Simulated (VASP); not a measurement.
Wanted: the native input for a VASP 6.6.1 run.

```
Task                   : relaxation of cell and atoms
Functional             : PBE
Potentials or basis    : VASP PAW PBE potentials, release 64 (Mg, Al, Pd)
Cutoff                 : 600 eV
k mesh                 : 4 × 4 × 4
Occupations            : gaussian, width 0.1 eV
Spin                   : no spin polarisation
Dipole correction      : no
Further INCAR settings : ALGO = Fast; EDIFF = 1e-07; IBRION = 2; EDIFFG = -0.04; NSW = 90; ISIF = 3
```

The structure of Mg3Al3Pd2 lies in POSCAR:

```
Mg3Al3Pd2
1.0
    5.1886543900      0.0000000000      0.0000000000
    0.0000000000      5.1886543900      0.0000000000
    0.0000000000      0.0000000000      5.1886543900
Mg Al Pd
3 3 2
Direct
    0.5000000000      0.0000000000      0.0000000000
    0.0000000000      0.5000000000      0.0000000000
    0.0000000000      0.0000000000      0.5000000000
    0.0000000000      0.5000000000      0.5000000000
    0.5000000000      0.0000000000      0.5000000000
    0.5000000000      0.5000000000      0.0000000000
    0.0000000000      0.0000000000      0.0000000000
    0.5000000000      0.5000000000      0.5000000000
```

The cell was generated, and may not be a known phase.

These files were run (other wordings do the same):

INCAR

```
  PREC = Accurate
  ENCUT = 600
  EDIFF = 1E-7
  ISMEAR = 0
  SIGMA = 0.1
  LREAL = False
  LASPH = True
  NELM = 60
  ALGO = Fast
  ISIF = 3
  LWAVE = False
  LCHARG = False
  GGA = PE
  IBRION = 2
  NSW = 90
  EDIFFG = -0.04
```

KPOINTS

```
regular mesh
0
Gamma
  4 4 4
```

Potentials or basis: VASP PAW PBE potentials, release 64 (Mg, Al, Pd).

The run is started by

```sh
$ cat potpaw_PBE.64/Mg/POTCAR potpaw_PBE.64/Al/POTCAR potpaw_PBE.64/Pd/POTCAR > POTCAR
$ mpirun -np 1 vasp_std > vasp.out
```

It gave:

The relaxed volume is 20.31 Å³/atom and the relaxed cell is a = 5.457 Å, b = 5.457 Å, c = 5.457 Å, α = 90.00°, β = 90.00°, γ = 90.00°. The space group after relaxing (to 0.1 Å) is Pm-3m (No. 221), the energy gained by relaxing is 92.0 meV/atom and the ionic steps are 3. The pressure after relaxing is 0.1 GPa and the band gap on the k mesh is zero (an odd number of electrons rules out a gap without spin polarisation).

Caveat: the volume moved by over 15 % at a fixed basis, so the end points are rough.

Wall time 87 s on 1 thread of Intel(R) Xeon(R) 6975P-C (Granite Rapids), on a shared host, peak memory 0.29 GiB.
